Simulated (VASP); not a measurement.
# N2 in VASP: single point with PBEsol

Aim: the single point of N2 with PBEsol.

Everything below comes from runs of VASP 6.6.1. Logs are shortened: lines on timing, memory, paths and dates and some standing lists are left out, and cuts for length are marked.

## Step 1: The cell of the first run

The cell holds a molecule in a box, 2 atoms: a = 10.000 Å, b = 10.500 Å, c = 11.000 Å, α = 90.00°, β = 90.00°, γ = 90.00°.

## Step 2: Single point, PBEsol

INCAR reads:

```
SYSTEM = N
ALGO     = Normal         ! electronic algorithm
EDIFF    = 1E-6           ! SCF threshold, eV
ENCUT    = 1000           ! plane-wave cutoff, eV
GGA      = PS             ! functional
GGA_COMPAT= .False.      
ISIF     = 2              ! what is computed and relaxed
ISMEAR   = 0              ! smearing method
LASPH    = .True.         ! aspherical terms in the spheres
LCHARG   = .False.        ! write CHGCAR
LREAL    = .False.        ! projectors in reciprocal space
LWAVE    = .False.        ! write WAVECAR
NBANDS   = 12             ! bands
NELM     = 120            ! most SCF steps
NELMDL   = -8           
PREC     = Accurate       ! precision mode
SIGMA    = 0.01           ! smearing width, eV
```

KPOINTS reads:

```
k-points
0
Gamma
  1 1 1
  0 0 0
```

POSCAR reads:

```
N
1.0
   10.0000000000      0.0000000000      0.0000000000
    0.0000000000     10.5000000000      0.0000000000
    0.0000000000      0.0000000000     11.0000000000
N
2
Direct
    0.5000000000      0.5000000000      0.4500092983
    0.5000000000      0.5000000000      0.5499907017
```

Potentials or basis: VASP PAW PBE potentials, release 64 (N_h).

Run with:

```
> cat potpaw_PBE.64/N_h/POTCAR > POTCAR
> mpirun -np 1 vasp_gam > vasp.out
```

OUTCAR:

```text
SYSTEM = N
   EDIFF = 1E-6
   ENCUT = 1000
   GGA = PS
   ISIF = 2
   ISMEAR = 0
   LASPH = .True.
   LREAL = .False.
   NELM = 120
   NELMDL = -8
   PREC = Accurate

 ion  position               nearest neighbor table
   1  0.500  0.500  0.450-   2 1.10
   2  0.500  0.500  0.550-   1 1.10

  LATTYP: Found a simple orthorhombic cell.
 ALAT       =    10.0000000000
 B/A-ratio  =     1.0500000000
 C/A-ratio  =     1.1000000000

  Lattice vectors:

 A1 = (  10.0000000000,   0.0000000000,   0.0000000000)
 A2 = (   0.0000000000,  10.5000000000,   0.0000000000)
 A3 = (   0.0000000000,   0.0000000000,  11.0000000000)

Analysis of symmetry for initial positions (statically):
=====================================================================
 Subroutine PRICEL returns:
 Original cell was already a primitive cell.

 Routine SETGRP: Setting up the symmetry group for a
 simple orthorhombic supercell.

 Subroutine GETGRP returns: Found  8 space group operations
 (whereof  8 operations were pure point group operations)
 out of a pool of  8 trial point group operations.

The static configuration has the point symmetry D_2h.

Analysis of symmetry for dynamics (positions and initial velocities):
=====================================================================
 Subroutine PRICEL returns:
 Original cell was already a primitive cell.

 Routine SETGRP: Setting up the symmetry group for a
 simple orthorhombic supercell.

 Subroutine GETGRP returns: Found  8 space group operations
 (whereof  8 operations were pure point group operations)
 out of a pool of  8 trial point group operations.

The dynamic configuration has the point symmetry D_2h.

 Subroutine INISYM returns: Found  8 space group operations
 (whereof  8 operations are pure point group operations),
 and found     1 'primitive' translations

----------------------------------------------------------------------------------------

                                     Primitive cell

  volume of cell :    1155.0000

  direct lattice vectors                    reciprocal lattice vectors
    10.000000000  0.000000000  0.000000000     0.100000000  0.000000000  0.000000000
     0.000000000 10.500000000  0.000000000     0.000000000  0.095238095  0.000000000
     0.000000000  0.000000000 11.000000000     0.000000000  0.000000000  0.090909091

  length of vectors
[... 48 lines left out ...]
 SYSTEM =  N
   PREC   = accura    normal or accurate (medium, high low for compatibility)
   ISTART =      0    job   : 0-new  1-cont  2-samecut
   ICHARG =      2    charge: 1-file 2-atom 10-const
   ISPIN  =      1    spin polarized calculation?
   LNONCOLLINEAR =      F non collinear calculations
   LSORBIT =      F    spin-orbit coupling
   LASPH  =      T    aspherical Exc in radial PAW
   ENCUT  = 1000.0 eV  73.50 Ry    8.57 a.u.  25.78 27.07 28.36*2*pi/ulx,y,z
   NELM   =    120;   NELMIN=  2; NELMDL= -8     # of ELM steps
   EDIFF  = 0.1E-05   stopping-criterion for ELM
   LREAL  =      F    real-space projection
[... 7 lines left out ...]
   TEBEG  =    0.0;   TEEND  =   0.0 temperature during run
   PSTRESS=    0.0 pullay stress
   NELECT =      10.0000    total number of electrons
   NUPDOWN=      -1.0000    fix difference up-down
   EMIN   =  10.00;   EMAX   =-10.00  energy-range for DOS
   EFERMI =   0.00;   METHOD = LEGACY
   ISMEAR =     0;   SIGMA  =   0.01  broadening in eV -4-tet -1-fermi 0-gaus
   EFERMI_NEDOS =   21; number of points for ismear=-14 and -15
   IALGO  =     38    algorithm
   IMIX   =      4    mixing-type and parameters
     AMIX     =   0.40;   BMIX     =  1.00
     AMIX_MAG =   1.60;   BMIX_MAG =  1.00
  volume/ion in A,a.u.               =     577.50      3897.16
  Fermi-wavevector in a.u.,A,eV,Ry     =   0.336161  0.635252  1.537517  0.113004
  Thomas-Fermi vector in A             =   1.236311
   LORBIT       =      0    0 simple, 1 ext, 2 COOP (PROOUT), +10 PAW based schemes
   GGA     = PS    functional components
   LHFCALC =     F    Hartree Fock is set to
   AEXX    =    0.0000 exact exchange contribution
   IVDW    =     0    specifies the selected vdW correction
   LEPSILON=     F    determine dielectric tensor
   LRPA    =     F    only Hartree local field effects (RPA)
 non-spin polarized calculation
 Gauss-broadening in eV      SIGMA  =   0.01
  energy-cutoff  :     1000.00
  volume of cell :     1155.00
 maximum number of plane-waves:     41437
 NGX is ok and might be reduce to   108
   NGX = 51   NGY = 55   NGZ = 57

 number of electron      10.0000000 magnetization

 Free energy of the ion-electron system (eV)
  ---------------------------------------------------
  ext. energy  EPLUGINS =         0.00000000
  ---------------------------------------------------
  free energy    TOTEN  =       -17.23297873 eV

  energy without entropy =      -17.23297873  energy(sigma->0) =      -17.23297873

 E-fermi : -10.0020     XC(G=0):  -0.5092

 val. band max:      -10.0527778007   @ k =   0.0000   0.0000   0.0000
 cond. band min:      -1.8099123975   @ k =   0.0000   0.0000   0.0000
 fundamental gap:      8.2428654032
 Fermi energy:       -10.0020254788

 k-point     1 :       0.0000    0.0000    0.0000
  band No.  band energies     occupation
      1     -28.0298      2.00000
      2     -13.2749      2.00000
      3     -11.4849      2.00000
      4     -11.4849      2.00000
      5     -10.0528      2.00000
      6      -1.8099      0.00000
      7      -1.8097      0.00000
      8      -0.1372      0.00000
      9       1.0259      0.00000
     10       1.0846      0.00000
     11       1.1038      0.00000
     12       1.3035      0.00000

------------------------ aborting loop because EDIFF is reached ----------------------------------------

  FORCE on cell =-STRESS in cart. coord.  units (eV):
  Direction    XX          YY          ZZ          XY          YZ          ZX
  --------------------------------------------------------------------------------------
  -------------------------------------------------------------------------------------
  Total       -0.0122895     -0.0126651      0.2390658      0.0000000      0.0000000      0.0000000
  in kB       -0.0170477     -0.0175685      0.3316240      0.0000000      0.0000000      0.0000000
  external PRESSURE =       0.0990026 kB  Pullay stress =       0.0000000 kB

 VOLUME and BASIS-vectors are now :
 -----------------------------------------------------------------------------
  energy-cutoff  :     1000.00
  volume of cell :     1155.00
      direct lattice vectors                 reciprocal lattice vectors
    10.000000000  0.000000000  0.000000000     0.100000000  0.000000000  0.000000000
     0.000000000 10.500000000  0.000000000     0.000000000  0.095238095  0.000000000
     0.000000000  0.000000000 11.000000000     0.000000000  0.000000000  0.090909091

 POSITION                                       TOTAL-FORCE (eV/Angst)
 -----------------------------------------------------------------------------------
      5.00000      5.25000      4.95010         0.000000     -0.000000     -0.228689
      5.00000      5.25000      6.04990         0.000000      0.000000      0.228689
 -----------------------------------------------------------------------------------
    total drift:                                0.000000      0.000000      0.000000

  FREE ENERGIE OF THE ION-ELECTRON SYSTEM (eV)
  ---------------------------------------------------
  free  energy   TOTEN  =       -17.2329787345 eV

  energy  without entropy=      -17.2329787345  energy(sigma->0) =      -17.23297873
```

OSZICAR:

```text
N       E                     dE             d eps       ncg     rms          rms(c)
DAV:   1     0.115647165690E+03    0.11565E+03   -0.27854E+03    24   0.740E+02
DAV:   2     0.392102806619E+02   -0.76437E+02   -0.75136E+02    44   0.887E+01
DAV:   3    -0.126252582118E+02   -0.51836E+02   -0.51516E+02    40   0.900E+01
[... 13 lines left out ...]
DAV:  17    -0.172329105842E+02   -0.23611E-03   -0.21750E-05    24   0.213E-02    0.193E-03
DAV:  18    -0.172329560351E+02   -0.45451E-04   -0.17459E-06    32   0.629E-03    0.106E-03
DAV:  19    -0.172329735133E+02   -0.17478E-04   -0.50621E-07    32   0.344E-03    0.582E-04
DAV:  20    -0.172329778905E+02   -0.43772E-05   -0.12184E-07    32   0.168E-03    0.147E-04
DAV:  21    -0.172329787345E+02   -0.84406E-06   -0.38630E-08    32   0.875E-04
   1 F= -.17232979E+02 E0= -.17232979E+02  d E =-.367177E-13
```

stdout:

```text
POSCAR found type information on POSCAR N
 POSCAR found :  1 types and       2 ions
 scaLAPACK will be used
 -----------------------------------------------------------------------------
|                                                                             |
|                                                                             |
|     You enforced a specific xc type in the INCAR file but a different       |
|     I HOPE YOU KNOW WHAT YOU ARE DOING!                                     |
|                                                                             |
 -----------------------------------------------------------------------------

 LDA part: xc-table for (Slater+PW92), standard interpolation
 POSCAR, INCAR and KPOINTS ok, starting setup
 FFT: planning ... GRIDC
 FFT: planning ... GRID_SOFT
 FFT: planning ... GRID
 WAVECAR not read
 entering main loop
```

Wall time 2.7 min (1 thread of AMD EPYC 7R43 (Zen 3), shared host); peak memory 1.7 GiB.

Results:

- Free energy: -17.2330 eV
- Largest force: 0.229 eV/Å
- Gap between the frontier levels: 8.24 eV

Forces on the atoms (eV/Å):
```
N    0.000  0.000 -0.229
N    0.000  0.000  0.229
```

Caveat: the PAW data sets were made with another functional, which shifts forces and pressure a little.
